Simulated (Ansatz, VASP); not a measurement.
## Two plane-wave programs on ZrGa3Ag

```
Zr Ga Ag
1.0
     4.83551    0.00000    0.00000
     0.00000    4.83551    0.00000
     0.00000    0.00000    4.83551
Zr Ga Ag
1 3 1
Direct
  0.50000 0.50000 0.50000
  0.50000 0.00000 0.00000
  0.00000 0.50000 0.00000
  0.00000 0.00000 0.50000
  0.00000 0.00000 0.00000
```

Alike in both runs: functional PBE; k mesh 8 × 8 × 8; occupations gaussian, width 0.1 eV; no spin polarisation.

Ansatz relaxed the structure, and its values are those at the end. VASP's run is a single point on that final structure, the one shown.

```csv
,VASP,Ansatz
version,VASP 6.6.1,Ansatz 0.2.0
potentials or method,"VASP PAW PBE potentials, release 64 (Zr_sv, Ga_d, Ag), cutoff 520 eV","scalar-relativistic, plane waves, PAW"
valence electrons in the cell,62,70
```

|  | VASP | Ansatz | Ansatz less VASP |
| --- | --- | --- | --- |
| gap on the k mesh at the Fermi level (eV) | none | none | - |
| pressure (GPa) | 0.1 | 0.0 | -0.07 |

A gap of «none» marks a metal or a gap that the smearing closes. VASP's potentials hold 62 valence electrons a cell and Ansatz's 70, so a difference there can come from the potentials and not from the codes.
